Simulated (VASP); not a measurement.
Here is a VASP 6.6.1 calculation.

File INCAR:

```
SYSTEM = Ni
PREC = Accurate ; ENCUT = 520
EDIFF = 1E-6 ; ISMEAR = 0
SIGMA = 0.15 ; LREAL = .False.
LASPH = .True. ; NELM = 150
ALGO = Normal ; ISIF = 2
LWAVE = .False. ; LCHARG = .False.
ISPIN = 2 ; MAGMOM = 0.5
LORBIT = 11 ; LMAXMIX = 4
GGA = PS ; NBANDS = 15
```

Contents of KPOINTS:

```
regular mesh
0
Gamma
  26 26 26
  0 0 0
```

POSCAR

```
Ni
1.0
   -1.5532462906      1.5532462906      1.0981451275
    1.5532462906     -1.5532462906      1.0981451275
    1.5532462906      1.5532462906     -1.0981451275
Ni
1
Direct
    0.0000000000      0.0000000000      0.0000000000
```

Potentials or basis: VASP PAW PBE potentials, release 64 (Ni).

Command:

```sh
$ cat potpaw_PBE.64/Ni/POTCAR > POTCAR
$ mpirun -np 1 vasp_std > vasp.out
```

Estimate the site moments.

Ni +0.59 μB.

What does it give for the net moment?

0.59 μB per cell.

Predict the pressure.

7.9 GPa.

Stress tensor (GPa, compression positive):
```
-11.71   0.00   0.00
  0.00 -11.71   0.00
  0.00   0.00  47.11
```

Caveat: the stress differs along the axes, from -12 to 47 GPa; the PAW data sets were made with another functional, which shifts forces and pressure a little.
